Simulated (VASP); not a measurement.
Runs of VASP 6.6.1 on AlCo. The structure is that of space group Pm-3m (No. 221), or close to it. The cells are those of the table. 

| cell | gap on the mesh (eV) | pressure (GPa) | moment (μB) |
| --- | --- | --- | --- |
| a = 2.594, b = 2.594, c = 2.707 Å, 2 atoms | none | (c) | 0.00 |
| a = 2.932, b = 2.932, c = 2.819 Å, 2 atoms | none | -6.8 | 0.01 |
| a = 2.594, b = 2.594, c = 2.819 Å, 2 atoms | none | 56.6 | 0.00 |
| a = 2.819, b = 2.819, c = 2.932 Å, 2 atoms | none | -0.6 | 0.00 |
| a = 2.932, b = 2.932, c = 3.045 Å, 2 atoms | none | -16.5 | 0.00 |
| a = 3.045, b = 3.045, c = 2.932 Å, 2 atoms | none | -20.0 | 0.00 |
| a = 2.594 Å, 2 atoms | none | (b) | 0.00 |
| a = 3.045 Å, 2 atoms | none | (a) | 0.00 |

Alike in all rows: task single point; level PBE; potentials or basis VASP PAW PBE potentials, release 64 (Al, Co); spin collinear, ferrimagnetic start; k mesh 16 × 16 × 16; cutoff (eV) 520; smearing gaussian 0.15 eV.

Question: Estimate the missing entries.

Answer: (a) -22.9; (b) 93.3; (c) 73.0.

A gap of «none» marks levels without a gap at the run's occupations.
